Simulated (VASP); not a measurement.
# Rh (P6_3/mmc) in VASP: notebook

Rh is run at these levels: PBEsol; tasks: single point.

Program: VASP 6.6.1. These are calculated values, not measurements. Logs are shortened: lines on timing, memory, paths and dates and some standing lists are left out, and cuts for length are marked.

## (1) The cell of the first run

It takes space group P6_3/mmc (No. 194, hexagonal). Conventional cell: a = 2.686 Å, b = 2.686 Å, c = 4.329 Å, α = 90.00°, β = 90.00°, γ = 120.00°. Within 3.5 Å of Rh (site symmetry -6m2) lie 12 Rh at 2.66 to 2.69 Å.

## (2) Single point, PBEsol

The input, INCAR:

```
SYSTEM = Rh
PREC     = Accurate       ! precision mode
ENCUT    = 520            ! plane-wave cutoff, eV
EDIFF    = 1E-6           ! SCF threshold, eV
ISMEAR   = -1             ! smearing method
SIGMA    = 0.08           ! smearing width, eV
LREAL    = .False.        ! projectors in reciprocal space
LASPH    = .True.         ! aspherical terms in the spheres
NELM     = 80             ! most SCF steps
ALGO     = Normal         ! electronic algorithm
ISIF     = 2              ! what is computed and relaxed
LWAVE    = .False.        ! write WAVECAR
LCHARG   = .False.        ! write CHGCAR
GGA      = PS             ! functional
NBANDS   = 22             ! bands
```

The input, KPOINTS:

```
regular mesh
0
Gamma
  16 16 9
  0 0 0
```

The input, POSCAR:

```
Rh
1.0
    2.6858077193      0.0000000000      0.0000000000
   -1.3429038597      2.3259777146      0.0000000000
    0.0000000000      0.0000000000      4.3292327284
Rh
2
Direct
    0.3333333333      0.6666666667      0.2500000000
    0.6666666667      0.3333333333      0.7500000000
```

Potentials or basis: VASP PAW PBE potentials, release 64 (Rh_pv).

Launch:

```console
$ cat potpaw_PBE.64/Rh_pv/POTCAR > POTCAR
$ mpirun -np 1 vasp_std > vasp.out
```

OUTCAR:

```text
SYSTEM = Rh
   PREC = Accurate
   ENCUT = 520
   EDIFF = 1E-6
   ISMEAR = -1
   LREAL = .False.
   LASPH = .True.
   NELM = 80
   ISIF = 2
   GGA = PS

 ion  position               nearest neighbor table
   1  0.333  0.667  0.250-   2 2.66   2 2.66   2 2.66   2 2.66   2 2.66   2 2.66
   2  0.667  0.333  0.750-   1 2.66   1 2.66   1 2.66   1 2.66   1 2.66   1 2.66

  LATTYP: Found a hexagonal cell.
 ALAT       =     2.6858077193
 C/A-ratio  =     1.6118922800

  Lattice vectors:

 A1 = (   2.6858077193,   0.0000000000,   0.0000000000)
 A2 = (  -1.3429038597,   2.3259777146,   0.0000000000)
 A3 = (   0.0000000000,   0.0000000000,   4.3292327284)

Analysis of symmetry for initial positions (statically):
=====================================================================
 Subroutine PRICEL returns:
 Original cell was already a primitive cell.

 Routine SETGRP: Setting up the symmetry group for a
 hexagonal supercell.

 Subroutine GETGRP returns: Found 24 space group operations
 (whereof 12 operations were pure point group operations)
 out of a pool of 24 trial point group operations.

The static configuration has the point symmetry D_3d.
 The point group associated with its full space group is D_6h.

Analysis of symmetry for dynamics (positions and initial velocities):
=====================================================================
 Subroutine PRICEL returns:
 Original cell was already a primitive cell.

 Routine SETGRP: Setting up the symmetry group for a
 hexagonal supercell.

 Subroutine GETGRP returns: Found 24 space group operations
 (whereof 12 operations were pure point group operations)
 out of a pool of 24 trial point group operations.

The dynamic configuration has the point symmetry D_3d.
 The point group associated with its full space group is D_6h.

 Subroutine INISYM returns: Found 24 space group operations
 (whereof 12 operations are pure point group operations),
 and found     1 'primitive' translations

----------------------------------------------------------------------------------------

                                     Primitive cell

  volume of cell :      27.0453

  direct lattice vectors                    reciprocal lattice vectors
     2.685807719  0.000000000  0.000000000     0.372327473  0.214963367  0.000000000
    -1.342903860  2.325977715  0.000000000     0.000000000  0.429926733  0.000000000
     0.000000000  0.000000000  4.329232728     0.000000000  0.000000000  0.230987813

  length of vectors
     2.685807719  2.685807719  4.329232728     0.429926733  0.429926733  0.230987813

  position of ions in fractional coordinates (direct lattice)
     0.333333333  0.666666667  0.250000000
     0.666666667  0.333333333  0.750000000

  ion indices of the primitive-cell ions
   primitive index   ion index
                 1           1
                 2           2

----------------------------------------------------------------------------------------

 KPOINTS: regular mesh

Automatic generation of k-mesh.
 Grid dimensions read from file:
 generate k-points for:   16   16    9

 Generating k-lattice:

  Cartesian coordinates                     Fractional coordinates (reciprocal lattice)
     0.023270467  0.013435210  0.000000000     0.062500000  0.000000000  0.000000000
     0.000000000  0.026870421  0.000000000     0.000000000  0.062500000  0.000000000
     0.000000000  0.000000000  0.025665313     0.000000000  0.000000000  0.111111111

  Length of vectors
     0.026870421  0.026870421  0.025665313

  Shift w.r.t. Gamma in fractional coordinates (k-lattice)
     0.000000000  0.000000000  0.000000000

 Subroutine IBZKPT returns following result:
 ===========================================

 Found    150 irreducible k-points:

 Following reciprocal coordinates:
            Coordinates               Weight
  0.000000  0.000000  0.000000      1.000000
  0.062500  0.000000  0.000000      6.000000
  0.125000  0.000000  0.000000      6.000000
  0.187500  0.000000  0.000000      6.000000
  0.250000  0.000000  0.000000      6.000000
  0.312500 -0.000000  0.000000      6.000000
[... 16 lines left out ...]
  0.187500  0.187500  0.000000      6.000000
  0.250000  0.187500  0.000000     12.000000
 [... further k-points ...]
   k-points           NKPTS =    150   k-points in BZ     NKDIM =    150   number of bands    NBANDS=     22
   number of dos      NEDOS =    301   number of ions     NIONS =      2
   total plane-waves  NPLWV =  12800
   dimension x,y,z NGX =    20 NGY =   20 NGZ =   32
   dimension x,y,z NGXF=    40 NGYF=   40 NGZF=   64
   ions per type =               2
   NGX,Y,Z   is equivalent  to a cutoff of  12.38, 12.38, 12.29 a.u.
   NGXF,Y,Z  is equivalent  to a cutoff of  24.76, 24.76, 24.58 a.u.
 SYSTEM =  Rh
   PREC   = accura    normal or accurate (medium, high low for compatibility)
   ISTART =      0    job   : 0-new  1-cont  2-samecut
   ICHARG =      2    charge: 1-file 2-atom 10-const
   ISPIN  =      1    spin polarized calculation?
   LNONCOLLINEAR =      F non collinear calculations
   LSORBIT =      F    spin-orbit coupling
   LASPH  =      T    aspherical Exc in radial PAW
   ENCUT  =  520.0 eV  38.22 Ry    6.18 a.u.   4.99  4.99  8.05*2*pi/ulx,y,z
   NELM   =     80;   NELMIN=  2; NELMDL= -5     # of ELM steps
   EDIFF  = 0.1E-05   stopping-criterion for ELM
   LREAL  =      F    real-space projection
   EDIFFG = 0.1E-04   stopping-criterion for IOM
   NSW    =      0    number of steps for IOM
   IBRION =     -1    ionic relax: 0-MD 1-quasi-New 2-CG
   NFREE  =      0    steps in history (QN), initial steepest desc. (CG)
   ISIF   =      2    stress and relaxation
   ISYM   =      2    0-nonsym 1-usesym 2-fastsym
   POTIM  = 0.5000    time-step for ionic-motion
   TEBEG  =    0.0;   TEEND  =   0.0 temperature during run
   PSTRESS=    0.0 pullay stress
   NELECT =      30.0000    total number of electrons
   NUPDOWN=      -1.0000    fix difference up-down
   EMIN   =  10.00;   EMAX   =-10.00  energy-range for DOS
   EFERMI =   0.00;   METHOD = LEGACY
   ISMEAR =    -1;   SIGMA  =   0.08  broadening in eV -4-tet -1-fermi 0-gaus
   EFERMI_NEDOS =   21; number of points for ismear=-14 and -15
   IALGO  =     38    algorithm
   IMIX   =      4    mixing-type and parameters
     AMIX     =   0.40;   BMIX     =  1.00
     AMIX_MAG =   1.60;   BMIX_MAG =  1.00
  volume/ion in A,a.u.               =      13.52        91.26
  Fermi-wavevector in a.u.,A,eV,Ry     =   1.694669  3.202459 39.074594  2.871902
  Thomas-Fermi vector in A             =   2.775852
   LORBIT       =      0    0 simple, 1 ext, 2 COOP (PROOUT), +10 PAW based schemes
   GGA     = PS    functional components
   LHFCALC =     F    Hartree Fock is set to
   AEXX    =    0.0000 exact exchange contribution
   IVDW    =     0    specifies the selected vdW correction
   LEPSILON=     F    determine dielectric tensor
   LRPA    =     F    only Hartree local field effects (RPA)
 non-spin polarized calculation
  energy-cutoff  :      520.00
  volume of cell :       27.05
 maximum number of plane-waves:       751
 NGX is ok and might be reduce to    20
   NGX =  9   NGY =  9   NGZ = 17

 number of electron      30.0000002 magnetization

 Free energy of the ion-electron system (eV)
  ---------------------------------------------------
  ext. energy  EPLUGINS =         0.00000000
  ---------------------------------------------------
  free energy    TOTEN  =       -16.23037207 eV

  energy without entropy =      -16.16502067  energy(sigma->0) =      -16.19769637

 E-fermi :  12.1665     XC(G=0): -14.3233

 val. band max:       12.1572880910   @ k =   0.1250   0.0000   0.3333
 cond. band min:      12.1742626068   @ k =   0.1250   0.0625   0.3333
 fundamental gap:      0.0169745158
 Fermi energy:        12.1665423219

 k-point     1 :       0.0000    0.0000    0.0000
  band No.  band energies     occupation
      1     -35.0924      2.00000
      2     -34.3906      2.00000
      3     -34.3906      2.00000
      4     -34.2871      2.00000
      5     -34.2748      2.00000
      6     -34.2748      2.00000
[... 14 lines left out ...]
     21      30.2817      0.00000
     22      30.9006      0.00000

 k-point     2 :       0.0625    0.0000    0.0000
  band No.  band energies     occupation
      1     -35.0827      2.00000
      2     -34.4125      2.00000
      3     -34.3978      2.00000
      4     -34.2976      2.00000
      5     -34.2912      2.00000
      6     -34.2782      2.00000
[... 14 lines left out ...]
     21      30.4431      0.00000
     22      31.0383      0.00000

 k-point     3 :       0.1250    0.0000    0.0000
  band No.  band energies     occupation
      1     -35.0543      2.00000
      2     -34.4747      2.00000
      3     -34.4179      2.00000
      4     -34.3617      2.00000
      5     -34.3036      2.00000
      6     -34.2881      2.00000
[... 14 lines left out ...]
     21      30.8458      0.00000
     22      31.0327      0.00000

 k-point     4 :       0.1875    0.0000    0.0000
  band No.  band energies     occupation
      1     -35.0096      2.00000
      2     -34.5679      2.00000
      3     -34.4560      2.00000
      4     -34.4471      2.00000
      5     -34.3243      2.00000
      6     -34.3036      2.00000
[... 14 lines left out ...]
     21      30.7241      0.00000
     22      30.8418      0.00000

 k-point     5 :       0.2500    0.0000    0.0000
  band No.  band energies     occupation
      1     -34.9522      2.00000
      2     -34.6780      2.00000
      3     -34.5648      2.00000
      4     -34.4807      2.00000
      5     -34.3534      2.00000
      6     -34.3226      2.00000
[... 417 lines left out ...]
 k-point    22 :       0.4375    0.1250    0.0000
  band No.  band energies     occupation
      1     -34.9403      2.00000
      2     -34.8136      2.00000
      3     -34.7238      2.00000
      4     -34.6111      2.00000
      5     -34.5018      2.00000
      6     -34.4308      2.00000
[... 14 lines left out ...]
     21      23.7559      0.00000
     22      26.7895      0.00000

 k-point    23 :       0.1875    0.1875    0.0000
  band No.  band energies     occupation
      1     -34.8712      2.00000
      2     -34.7305      2.00000
      3     -34.7286      2.00000
      4     -34.5151      2.00000
      5     -34.4050      2.00000
      6     -34.3992      2.00000
[... 14 lines left out ...]
     21      24.7884      0.00000
     22      28.7872      0.00000

 k-point    24 :       0.2500    0.1875    0.0000
  band No.  band energies     occupation
      1     -34.8127      2.00000
      2     -34.8087      2.00000
      3     -34.7648      2.00000
      4     -34.5670      2.00000
      5     -34.4453      2.00000
      6     -34.4393      2.00000
[... 14 lines left out ...]
     21      23.5913      0.00000
     22      28.1957      0.00000

 [... further k-points ...]
[... 5 lines left out ...]
  --------------------------------------------------------------------------------------
  -------------------------------------------------------------------------------------
  Total        0.1277594      0.1277594      0.1277745     -0.0000000      0.0000000      0.0000000
  in kB        7.5685380      7.5685380      7.5694322     -0.0000000      0.0000000      0.0000000
  external PRESSURE =       7.5688360 kB  Pullay stress =       0.0000000 kB

 VOLUME and BASIS-vectors are now :
 -----------------------------------------------------------------------------
  energy-cutoff  :      520.00
  volume of cell :       27.05
      direct lattice vectors                 reciprocal lattice vectors
     2.685807719  0.000000000  0.000000000     0.372327473  0.214963367  0.000000000
    -1.342903860  2.325977715  0.000000000     0.000000000  0.429926733  0.000000000
     0.000000000  0.000000000  4.329232728     0.000000000  0.000000000  0.230987813

 POSITION                                       TOTAL-FORCE (eV/Angst)
 -----------------------------------------------------------------------------------
     -0.00000      1.55065      1.08231         0.000000     -0.000000      0.000000
      1.34290      0.77533      3.24692         0.000000      0.000000      0.000000
 -----------------------------------------------------------------------------------
    total drift:                                0.000000     -0.000000      0.000000

  FREE ENERGIE OF THE ION-ELECTRON SYSTEM (eV)
  ---------------------------------------------------
  free  energy   TOTEN  =       -16.2303720688 eV

  energy  without entropy=      -16.1650206668  energy(sigma->0) =      -16.19769637
```

Wall time 24 s (1 thread of Intel Xeon 6975P-C (Granite Rapids), shared host); peak memory 0.18 GiB.

Results:

| Property | Result |
| --- | --- |
| Free energy | -16.2304 eV |
| Pressure | 0.8 GPa |
| Band gap on the k mesh | zero (band 15 reaches 12.83 eV, above the bottom of band 16 at 10.41 eV) |

Caveat: the PAW data sets were made with another functional, which shifts forces and pressure a little.

## (3) Single point, PBEsol

The input, INCAR:

```
SYSTEM = Rh
  PREC = Accurate
  ENCUT = 520
  EDIFF = 1E-7
  ISMEAR = -1
  SIGMA = 0.08
  LREAL = .FALSE.
  LASPH = .TRUE.
  NELM = 100
  ALGO = Normal
  ISIF = 2
  LWAVE = .FALSE.
  LCHARG = .FALSE.
  GGA = PS
  NBANDS = 22
```

The input, KPOINTS:

```
Automatic mesh
0
G
  16 16 9
  0 0 0
```

The input, POSCAR:

```
Rh
1.0
    2.6858909058      0.0000000000      0.0000000000
   -1.3429454529      2.3260497562      0.0000000000
    0.0000000000      0.0000000000      4.3286109778
Rh
2
Direct
    0.3333333333      0.6666666667      0.2500000000
    0.6666666667      0.3333333333      0.7500000000
```

Potentials or basis: VASP PAW PBE potentials, release 64 (Rh_pv).

Launch:

```console
$ cat potpaw_PBE.64/Rh_pv/POTCAR > POTCAR
$ mpirun -np 1 vasp_std > vasp.out
```

Run time: 27 s. Hardware: 1 thread of Intel Xeon 6975P-C (Granite Rapids), shared host; peak memory 0.18 GiB.

Results (log left out):

| Quantity | Value |
| --- | --- |
| Free energy | -16.2304 eV |
| Pressure | 0.8 GPa |
| Band gap on the k mesh | zero (band 15 reaches 12.84 eV, above the bottom of band 16 at 10.41 eV) |

Levels at points of the mesh, in eV from the Fermi level:
| k point | band 12 | band 13 | band 14 | band 15 | band 16 | band 17 | band 18 | band 19 |
| --- | --- | --- | --- | --- | --- | --- | --- | --- |
| (0.00, 0.00, 0.00) | -2.59 | -2.59 | -2.00 | -2.00 | 0.14 | 0.14 | 0.65 | 8.79 |
| (0.50, 0.00, 0.00) | -2.31 | -2.28 | 0.43 | 0.67 | 0.75 | 3.05 | 5.18 | 10.40 |

Caveat: the PAW data sets were made with another functional, which shifts forces and pressure a little.
